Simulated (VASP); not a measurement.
Input of a VASP 6.6.1 run:

File INCAR:

```
ALGO = Normal
EDIFF = 1E-6
ENCUT = 520
GGA = PS
ISIF = 2
ISMEAR = 0
IVDW = 12
LASPH = True
LCHARG = False
LREAL = False
LWAVE = False
NBANDS = 11
NELM = 80
PREC = Accurate
SIGMA = 0.05
```

The input KPOINTS:

```
k-points
0
Gamma
  15 15 15
```

Contents of POSCAR:

```
C
1.0
    1.2291305633      0.7096388616      3.2835658809
   -1.2291305633      0.7096388616      3.2835658809
    0.0000000000     -1.4192777231      3.2835658809
C
2
Direct
    0.1584476895      0.1747193539      0.1665835217
    0.8415523105      0.8252806461      0.8334164783
```

Potentials or basis: VASP PAW PBE potentials, release 64 (C).

Launch:

```sh
$ cat potpaw_PBE.64/C/POTCAR > POTCAR
$ mpirun -np 1 vasp_std > vasp.out
```

Task: What does it give for the largest force?

Result: 2.221 eV/Å.

Task: Estimate the pressure.

Result: 1.4 GPa.

Task: Estimate the dispersion energy per atom.

Result: -0.113 eV.

Stress tensor (GPa, compression positive):
```
 2.40 -4.91 -0.02
-4.91  1.99 -0.01
-0.02 -0.01 -0.04
```

Caveat: the cell differs from its parent crystal (atoms displaced along a vibrational mode); the PAW data sets were made with another functional, which shifts forces and pressure a little.
